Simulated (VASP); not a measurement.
# Cu (Fm-3m) in VASP: notebook, part 3 of 3

VASP 6.6.1. Earlier steps stand in the parts before.

**4. Single point, HSE06**

This run uses another cell than the first one, of 11.36 Å³/atom.

POSCAR reads:

```
Cu
1.0
    0.0000000000      1.7842313441      1.7842313441
    1.7842313441      0.0000000000      1.7842313441
    1.7842313441      1.7842313441      0.0000000000
Cu
1
Direct
    0.0000000000      0.0000000000      0.0000000000
```

INCAR.step1 reads:

```
SYSTEM = Cu
ALGO = Normal ; EDIFF = 1E-5
ENCUT = 520 ; GGA = PE
ISIF = 2 ; ISMEAR = -1
LASPH = .TRUE. ; LCHARG = .FALSE.
LREAL = .FALSE. ; LWAVE = .TRUE.
NBANDS = 12 ; NELM = 100
PREC = Accurate ; SIGMA = 0.1
```

INCAR.step2 reads:

```
SYSTEM = Cu
ALGO = Normal ; EDIFF = 1E-6
ENCUT = 520 ; GGA = PE
HFSCREEN = 0.2079 ; ISIF = 2
ISMEAR = -1 ; ISTART = 1
LASPH = .TRUE. ; LCHARG = .FALSE.
LHFCALC = .TRUE. ; LREAL = .FALSE.
LWAVE = .FALSE. ; NBANDS = 12
NELM = 100 ; PREC = Accurate
PRECFOCK = Normal ; SIGMA = 0.1
```

KPOINTS reads:

```
k-points
0
G
  6 6 6
  0 0 0
```

Potentials or basis: VASP PAW PBE potentials, release 64 (Cu).

On the command line:

```sh
$ cat potpaw_PBE.64/Cu/POTCAR > POTCAR
$ cp INCAR.step1 INCAR
$ mpirun -np 1 vasp_std > vasp.out
$ cp INCAR.step2 INCAR
$ mpirun -np 1 vasp_std > vasp.out
```

OUTCAR:

```text
SYSTEM = Cu
   EDIFF = 1E-6
   ENCUT = 520
   GGA = PE
   HFSCREEN = 0.2079
   ISIF = 2
   ISMEAR = -1
   ISTART = 1
   LASPH = .TRUE.
   LHFCALC = .TRUE.
   LREAL = .FALSE.
   NELM = 100
   PREC = Accurate
   PRECFOCK = Normal

 ion  position               nearest neighbor table
   1  0.000  0.000  0.000-

  LATTYP: Found a face centered cubic cell.
 ALAT       =     3.5684626882

  Lattice vectors:

 A1 = (   0.0000000000,   1.7842313441,   1.7842313441)
 A2 = (   1.7842313441,   0.0000000000,   1.7842313441)
 A3 = (   1.7842313441,   1.7842313441,   0.0000000000)

Analysis of symmetry for initial positions (statically):
=====================================================================
 Subroutine PRICEL returns:
 Original cell was already a primitive cell.

 Routine SETGRP: Setting up the symmetry group for a
 face centered cubic supercell.

 Subroutine GETGRP returns: Found 48 space group operations
 (whereof 48 operations were pure point group operations)
 out of a pool of 48 trial point group operations.

The static configuration has the point symmetry O_h .

Analysis of symmetry for dynamics (positions and initial velocities):
=====================================================================
 Subroutine PRICEL returns:
 Original cell was already a primitive cell.

 Routine SETGRP: Setting up the symmetry group for a
 face centered cubic supercell.

 Subroutine GETGRP returns: Found 48 space group operations
 (whereof 48 operations were pure point group operations)
 out of a pool of 48 trial point group operations.

The dynamic configuration has the point symmetry O_h .

 Subroutine INISYM returns: Found 48 space group operations
 (whereof 48 operations are pure point group operations),
 and found     1 'primitive' translations

----------------------------------------------------------------------------------------

                                     Primitive cell

  volume of cell :      11.3601

  direct lattice vectors                    reciprocal lattice vectors
     0.000000000  1.784231344  1.784231344    -0.280232719  0.280232719  0.280232719
     1.784231344  0.000000000  1.784231344     0.280232719 -0.280232719  0.280232719
     1.784231344  1.784231344  0.000000000     0.280232719  0.280232719 -0.280232719

  length of vectors
     2.523284165  2.523284165  2.523284165     0.485377306  0.485377306  0.485377306

  position of ions in fractional coordinates (direct lattice)
     0.000000000  0.000000000  0.000000000

  ion indices of the primitive-cell ions
   primitive index   ion index
                 1           1

----------------------------------------------------------------------------------------

 KPOINTS: k-points

Automatic generation of k-mesh.
 Grid dimensions read from file:
 generate k-points for:    6    6    6

 Generating k-lattice:

  Cartesian coordinates                     Fractional coordinates (reciprocal lattice)
    -0.046705453  0.046705453  0.046705453     0.166666667  0.000000000  0.000000000
     0.046705453 -0.046705453  0.046705453     0.000000000  0.166666667  0.000000000
[... 34 lines left out ...]
   dimension x,y,z NGX =    20 NGY =   20 NGZ =   20
   dimension x,y,z NGXF=    40 NGYF=   40 NGZF=   40
   ions per type =               1
   NGX,Y,Z   is equivalent  to a cutoff of  13.18, 13.18, 13.18 a.u.
   NGXF,Y,Z  is equivalent  to a cutoff of  26.35, 26.35, 26.35 a.u.
 SYSTEM =  Cu
   PREC   = accura    normal or accurate (medium, high low for compatibility)
   ISTART =      1    job   : 0-new  1-cont  2-samecut
   ICHARG =      0    charge: 1-file 2-atom 10-const
   ISPIN  =      1    spin polarized calculation?
   LNONCOLLINEAR =      F non collinear calculations
   LSORBIT =      F    spin-orbit coupling
   LASPH  =      T    aspherical Exc in radial PAW
   ENCUT  =  520.0 eV  38.22 Ry    6.18 a.u.   4.69  4.69  4.69*2*pi/ulx,y,z
   NELM   =    100;   NELMIN=  2; NELMDL=  0     # of ELM steps
   EDIFF  = 0.1E-05   stopping-criterion for ELM
   LREAL  =      F    real-space projection
   EDIFFG = 0.1E-04   stopping-criterion for IOM
   NSW    =      0    number of steps for IOM
   IBRION =     -1    ionic relax: 0-MD 1-quasi-New 2-CG
   NFREE  =      0    steps in history (QN), initial steepest desc. (CG)
   ISIF   =      2    stress and relaxation
   ISYM   =      3    0-nonsym 1-usesym 2-fastsym
   POTIM  = 0.5000    time-step for ionic-motion
   TEBEG  =    0.0;   TEEND  =   0.0 temperature during run
   PSTRESS=    0.0 pullay stress
   NELECT =      11.0000    total number of electrons
   NUPDOWN=      -1.0000    fix difference up-down
   EMIN   =  10.00;   EMAX   =-10.00  energy-range for DOS
   EFERMI =   0.00;   METHOD = LEGACY
   ISMEAR =    -1;   SIGMA  =   0.10  broadening in eV -4-tet -1-fermi 0-gaus
   EFERMI_NEDOS =   21; number of points for ismear=-14 and -15
   IALGO  =     38    algorithm
   IMIX   =      1    mixing-type and parameters
     AMIX     =   0.40;   BMIX     =  1.00
     AMIX_MAG =   1.60;   BMIX_MAG =  1.00
  volume/ion in A,a.u.               =      11.36        76.66
  Fermi-wavevector in a.u.,A,eV,Ry     =   1.619613  3.060625 35.690068  2.623146
  Thomas-Fermi vector in A             =   2.713685
   LORBIT       =      0    0 simple, 1 ext, 2 COOP (PROOUT), +10 PAW based schemes
   GGA     = PE    functional components
   LHFCALC =     T    Hartree Fock is set to
   PRECFOCK=normal    Normal, Fast or Accurate (Low or Medium for compatibility)
   ENCUT4O =  -1.0   cutoff for four orbital integrals eV
   NKREDX  =     1    reduce k-point grid by
   NKREDY  =     1    reduce k-point grid by
   NKREDZ  =     1    reduce k-point grid by
   AEXX    =    0.2500 exact exchange contribution
   HFSCREEN=    0.2079 screening length (either q_TF or 0.3 A-1)
   HFSCREENC=   0.2079 screening length for correlation (either q_TF or 0.3 A-1)
   ENCUTFOCK=  -1.0 apply spherical cutoff to Coloumb kernel
   IVDW    =     0    specifies the selected vdW correction
   LEPSILON=     F    determine dielectric tensor
   LRPA    =     F    only Hartree local field effects (RPA)
 non-spin polarized calculation
  energy-cutoff  :      520.00
  volume of cell :       11.36
 maximum number of plane-waves:       331
  NGX = 16; NGY = 16; NGZ = 16

 number of electron      11.0000013 magnetization

 Free energy of the ion-electron system (eV)
  ---------------------------------------------------
  ext. energy  EPLUGINS =         0.00000000
  ---------------------------------------------------
  free energy    TOTEN  =        -3.55775801 eV

  energy without entropy =       -3.54207714  energy(sigma->0) =       -3.54991757

 E-fermi :   7.5533     XC(G=0): -10.4842

 val. band max:        7.4996763104   @ k =   0.5000   0.3333   0.1667
 cond. band min:       8.2631130130   @ k =   0.5000   0.1667   0.0000
 fundamental gap:      0.7634367026
 Fermi energy:         7.5532821212

 k-point     1 :       0.0000    0.0000    0.0000
  band No.  band energies     occupation
      1      -2.8354      2.00000
      2       3.2362      2.00000
      3       3.2362      2.00000
      4       3.2362      2.00000
      5       4.1092      2.00000
      6       4.1092      2.00000
      7      31.9600      0.00000
      8      35.2639      0.00000
      9      35.2639      0.00000
     10      35.2639      0.00000
     11      37.9534      0.00000
     12      37.9534      0.00000
[... 211 lines left out ...]
 k-point    16 :      -0.3333    0.5000    0.1667
  band No.  band energies     occupation
      1       1.7411      2.00000
      2       2.1408      2.00000
      3       3.6077      2.00000
      4       4.3276      2.00000
      5       5.1001      2.00000
      6      12.5959      0.00000
      7      16.7287      0.00000
      8      17.7915      0.00000
      9      19.3933      0.00000
     10      33.5135      0.00000
     11      36.4836      0.00000
     12      43.5706      0.00000

------------------------ aborting loop because EDIFF is reached ----------------------------------------

  FORCE on cell =-STRESS in cart. coord.  units (eV):
  Direction    XX          YY          ZZ          XY          YZ          ZX
  --------------------------------------------------------------------------------------
  -------------------------------------------------------------------------------------
  Total        0.6481811      0.6481811      0.6481811     -0.0000000     -0.0000000      0.0000000
  in kB       91.4162619     91.4162619     91.4162619     -0.0000000     -0.0000000      0.0000000
  external PRESSURE =      91.4162619 kB  Pullay stress =       0.0000000 kB

 VOLUME and BASIS-vectors are now :
 -----------------------------------------------------------------------------
  energy-cutoff  :      520.00
  volume of cell :       11.36
      direct lattice vectors                 reciprocal lattice vectors
     0.000000000  1.784231344  1.784231344    -0.280232719  0.280232719  0.280232719
     1.784231344  0.000000000  1.784231344     0.280232719 -0.280232719  0.280232719
     1.784231344  1.784231344  0.000000000     0.280232719  0.280232719 -0.280232719

 POSITION                                       TOTAL-FORCE (eV/Angst)
 -----------------------------------------------------------------------------------
      0.00000      0.00000      0.00000         0.000000      0.000000     -0.000000
 -----------------------------------------------------------------------------------
    total drift:                                0.000001      0.000001      0.000001

  FREE ENERGIE OF THE ION-ELECTRON SYSTEM (eV)
  ---------------------------------------------------
  free  energy   TOTEN  =        -3.5577580056 eV

  energy  without entropy=       -3.5420771362  energy(sigma->0) =       -3.54991757
```

OUTCAR.step1:

```text
SYSTEM = Cu
   EDIFF = 1E-5
   ENCUT = 520
   GGA = PE
   ISIF = 2
   ISMEAR = -1
   LASPH = .TRUE.
[... 445 lines left out ...]
 -----------------------------------------------------------------------------------
      0.00000      0.00000      0.00000        -0.000000      0.000000     -0.000000
 -----------------------------------------------------------------------------------
    total drift:                               -0.000000     -0.000000     -0.000000

  FREE ENERGIE OF THE ION-ELECTRON SYSTEM (eV)
  ---------------------------------------------------
  free  energy   TOTEN  =        -3.6564897575 eV

  energy  without entropy=       -3.6380807454  energy(sigma->0) =       -3.64728525
```

It took 7 min on 1 thread of AMD EPYC 7R13 (Zen 3), shared host; peak memory 0.19 GiB.

Results:

```
Free energy            : -3.5578 eV
Pressure               : 9.1 GPa
Band gap on the k mesh : zero (an odd number of electrons rules out a gap without spin polarisation)
```

Levels at points of the mesh, in eV from the Fermi level:
```csv
k point,band 4,band 5,band 6,band 7,band 8,band 9
"(0.00, 0.00, 0.00)",-4.32,-3.44,-3.44,24.41,27.71,27.71
"(0.50, 0.00, 0.00)",-2.66,-2.66,-0.85,4.96,22.80,24.64
"(0.50, 0.50, 0.00)",-2.45,-2.45,2.22,8.66,14.93,14.93
```

Caveat: the k points lie up to 0.51 Å⁻¹ apart, too coarse for converged energies and pressures of a metal; the PAW data sets were made with another functional, which shifts forces and pressure a little.

**5. Single point, HSE06**

This run uses another cell than the first one, of 11.36 Å³/atom.

POSCAR is that of step 4.

INCAR.step1 reads:

```
ALGO = Normal
EDIFF = 1E-5
ENCUT = 520
GGA = PE
ISIF = 2
ISMEAR = -1
LASPH = True
LCHARG = False
LREAL = False
LWAVE = True
NBANDS = 12
NELM = 60
PREC = Accurate
SIGMA = 0.1
```

INCAR.step2 reads:

```
ALGO = Normal
EDIFF = 1E-6
ENCUT = 520
GGA = PE
HFSCREEN = 0.2079
ISIF = 2
ISMEAR = -1
ISTART = 1
LASPH = True
LCHARG = False
LHFCALC = True
LREAL = False
LWAVE = False
NBANDS = 12
NELM = 60
PREC = Accurate
PRECFOCK = Normal
SIGMA = 0.1
```

KPOINTS reads:

```
k-points
0
Gamma
  6 6 6
```

On the command line:

```sh
$ cat potpaw_PBE.64/Cu/POTCAR > POTCAR
$ cp INCAR.step1 INCAR
$ mpirun -np 1 vasp_std > vasp.out
$ cp INCAR.step2 INCAR
$ mpirun -np 1 vasp_std > vasp.out
```

It took 6.8 min on 1 thread of AMD EPYC 7R13 (Zen 3), shared host; peak memory 0.2 GiB.

Results (log left out):

```
Free energy            : -3.5578 eV
Pressure               : 9.1 GPa
Band gap on the k mesh : zero (an odd number of electrons rules out a gap without spin polarisation)
```

Levels at points of the mesh, in eV from the Fermi level:
```csv
k point,band 2,band 3,band 4,band 5,band 6,band 7,band 8,band 9,band 10,band 11
"(0.00, 0.00, 0.00)",-4.32,-4.32,-4.32,-3.44,-3.44,24.41,27.71,27.71,27.71,30.40
"(0.50, 0.00, 0.00)",-4.39,-4.39,-2.66,-2.66,-0.85,4.96,22.80,24.64,24.64,27.51
"(0.50, 0.50, 0.00)",-5.89,-2.78,-2.45,-2.45,2.22,8.66,14.93,14.93,19.71,22.85
```

Caveat: the k points lie up to 0.51 Å⁻¹ apart, too coarse for converged energies and pressures of a metal; the PAW data sets were made with another functional, which shifts forces and pressure a little.

**6. Single point, HSE06**

This run uses another cell than the first one, of 11.72 Å³/atom.

POSCAR reads:

```
Cu
1.0
    0.0000000000      1.8028184249      1.8028184249
    1.8028184249      0.0000000000      1.8028184249
    1.8028184249      1.8028184249      0.0000000000
Cu
1
Direct
    0.0000000000      0.0000000000      0.0000000000
```

INCAR.step1 reads:

```
PREC     = Accurate       # precision mode
ENCUT    = 520            # plane-wave cutoff, eV
EDIFF    = 1E-5           # SCF threshold, eV
ISMEAR   = -1             # smearing method
SIGMA    = 0.1            # smearing width, eV
LREAL    = F              # projectors in reciprocal space
LASPH    = T              # aspherical terms in the spheres
NELM     = 100            # most SCF steps
ALGO     = Normal         # electronic algorithm
ISIF     = 2              # what is computed and relaxed
LWAVE    = T              # write WAVECAR
LCHARG   = F              # write CHGCAR
NBANDS   = 12             # bands
GGA      = PE             # functional
```

INCAR.step2 reads:

```
PREC     = Accurate       # precision mode
ENCUT    = 520            # plane-wave cutoff, eV
EDIFF    = 1E-6           # SCF threshold, eV
ISMEAR   = -1             # smearing method
SIGMA    = 0.1            # smearing width, eV
LREAL    = F              # projectors in reciprocal space
LASPH    = T              # aspherical terms in the spheres
NELM     = 100            # most SCF steps
ALGO     = Normal         # electronic algorithm
ISIF     = 2              # what is computed and relaxed
LWAVE    = F              # write WAVECAR
LCHARG   = F              # write CHGCAR
GGA      = PE             # functional
LHFCALC  = T              # exact exchange
HFSCREEN = 0.2079         # screening, 1/A
PRECFOCK = Normal       
NBANDS   = 12             # bands
ISTART   = 1
```

KPOINTS reads:

```
Automatic mesh
0
Gamma
  6 6 6
```

Potentials or basis: VASP PAW PBE potentials, release 64 (Cu).

On the command line:

```sh
$ cat potpaw_PBE.64/Cu/POTCAR > POTCAR
$ cp INCAR.step1 INCAR
$ mpirun -np 1 vasp_std > vasp.out
$ cp INCAR.step2 INCAR
$ mpirun -np 1 vasp_std > vasp.out
```

Wall time 6.9 min (1 thread of AMD EPYC 7R13 (Zen 3), shared host); peak memory 0.19 GiB.

Results (log left out):

| Quantity | Value |
| --- | --- |
| Free energy | -3.5739 eV |
| Pressure | 4.2 GPa |
| Band gap on the k mesh | zero (an odd number of electrons rules out a gap without spin polarisation) |

Levels at points of the mesh, in eV from the Fermi level:
```
           k point  band 2  band 3  band 4  band 5  band 6  band 7  band 8  band 9  band 10  band 11
(0.00, 0.00, 0.00)   -4.20   -4.20   -4.20   -3.37   -3.37   24.15   27.22   27.22    27.22    29.86
(0.50, 0.00, 0.00)   -4.26   -4.26   -2.62   -2.62   -0.73    4.80   22.56   24.14    24.14    27.04
(0.50, 0.50, 0.00)   -5.70   -2.73   -2.41   -2.41    2.26    8.44   14.69   14.69    19.37    22.31
```

Caveat: the k points lie up to 0.50 Å⁻¹ apart, too coarse for converged energies and pressures of a metal; the PAW data sets were made with another functional, which shifts forces and pressure a little.

**7. Overview**

| cell | gap on the mesh (eV) | pressure (GPa) |
| --- | --- | --- |
| a = 2.496 Å, angles 60.0°, 1 atom | none | 15.1 |
| a = 2.523 Å, angles 60.0°, 1 atom | none | 9.1 |
| a = 2.550 Å, angles 60.0°, 1 atom | none | 4.2 |

Alike in all rows: task single point; level HSE06; potentials or basis VASP PAW PBE potentials, release 64 (Cu); no spin polarisation; k mesh 6 × 6 × 6; cutoff (eV) 520; smearing fermi-dirac 0.1 eV.

Caveats: all runs use coarse meshes; the PAW data sets were made with another functional, which shifts forces and pressure a little.

Total energies depend on the potentials used, so only differences within one code and one set of settings carry meaning.
